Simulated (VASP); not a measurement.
Runs of VASP 6.6.1 on Be. The structure is that of space group Fm-3m (No. 225), or close to it. The cells are those of the table. 

```tsv
cell	k mesh	gap on the mesh (eV)	pressure (GPa)
a = 2.160 Å, angles 60.0°, 1 atom	19 × 19 × 19	none	18.2
a = 2.312 Å, angles 60.0°, 1 atom	19 × 19 × 19	none	-7.8
a = 2.283 Å, angles 60.0°, 1 atom	19 × 19 × 19	none	(b)
a = 2.223 Å, angles 60.0°, 1 atom	19 × 19 × 19	none	5.0
a = 2.254 Å, angles 60.0°, 1 atom	28 × 28 × 28	none	(a)
```

Alike in all rows: task single point; level RPBE; potentials or basis VASP PAW PBE potentials, release 64 (Be); no spin polarisation; cutoff (eV) 520; smearing fermi-dirac 0.1 eV.

Fill in the values left out.

(a) 0.1; (b) -4.2.

Caveats: the PAW data sets were made with another functional, which shifts forces and pressure a little.

A gap of «none» marks levels without a gap at the run's occupations.
